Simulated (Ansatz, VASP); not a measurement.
## One calculation of C, two programs

```xyz
2
Lattice="0.0000 2.1167 3.3597 1.2595 0.0000 3.3597 1.2595 2.1167 0.0000" Properties=species:S:1:pos:R:3 pbc="T T T"
C     1.2595    0.7057    3.3597
C     1.2595    3.5276    3.3597
```

Change from the starting cell: strain +0.0300 x Voigt [1, 0, 0, 0, 0, 0], atoms carried along.

Alike in both runs: task single point; functional LDA; k mesh 16 × 16 × 16; occupations gaussian, width 0.03 eV; no spin polarisation.

|  | VASP | Ansatz |
| --- | --- | --- |
| version | VASP 6.6.1 | Ansatz 0.2.0 |
| potentials or method | VASP PAW LDA potentials, release 64 (C), cutoff 520 eV | scalar-relativistic, plane waves, PAW |
| valence electrons in the cell | 8 | 8 |

```csv
,VASP,Ansatz,Ansatz less VASP
gap on the k mesh at the Fermi level (eV),0.15,0.15,+0.003
least direct gap on the mesh (eV),0.53,0.53,+0.002
pressure (GPa),-10.9,-11.7,-0.78
"traceless stress, the component that is largest in VASP (GPa)",-18.19,-18.62,-0.435
rms of the force components (eV/Å),0.170,0.168,-0.0020
```

LDA's correlation is that of Perdew and Zunger in VASP and of Perdew and Wang (1992) in Ansatz. Atom by atom the forces differ by 0.002 eV/Å (rms over components).
